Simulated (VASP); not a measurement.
A run of VASP 6.6.1:

File INCAR:

```
SYSTEM = GaAs
  PREC = Accurate
  ENCUT = 520
  EDIFF = 1E-7
  ISMEAR = 0
  SIGMA = 0.05
  LREAL = .FALSE.
  LASPH = .TRUE.
  NELM = 80
  ALGO = Normal
  ISIF = 2
  LWAVE = .FALSE.
  LCHARG = .TRUE.
  LDIPOL = .TRUE.
  IDIPOL = 3
  DIPOL = 0.5 0.5 0.312
  GGA = PE
  LELF = .TRUE.
  LVHAR = .TRUE.
  LVACPOTAV = .TRUE.
  NBANDS = 26
```

Contents of KPOINTS:

```
regular mesh
0
G
  7 7 1
  0 0 0
```

Contents of POSCAR:

```
GaAs
1.0
    4.0629609257      0.0000000000      0.0000000000
    0.0000000000      4.0629609257      0.0000000000
    0.0000000000      0.0000000000     19.8904986560
As Ga
2 2
Direct
    0.0000000000      0.5000000000      0.2011010417
    0.5000000000      0.0000000000      0.3511019680
    0.5000000000      0.5000000000      0.2733201266
    0.0000000000      0.0000000000      0.4218345051
```

Potentials or basis: VASP PAW PBE potentials, release 64 (As, Ga_d).

Launch:

```console
$ cat potpaw_PBE.64/As/POTCAR potpaw_PBE.64/Ga_d/POTCAR > POTCAR
$ mpirun -np 1 vasp_std > vasp.out
```

Hardware: 1 thread of AMD EPYC 7R13, with other jobs on the host.

**Question.** How long does it take, and how much memory?

**Answer.** It took 7.1 min on 1 thread of AMD EPYC 7R13 (shared host), peak memory 0.37 GiB. Counts: scf iterations 25, k points 16.
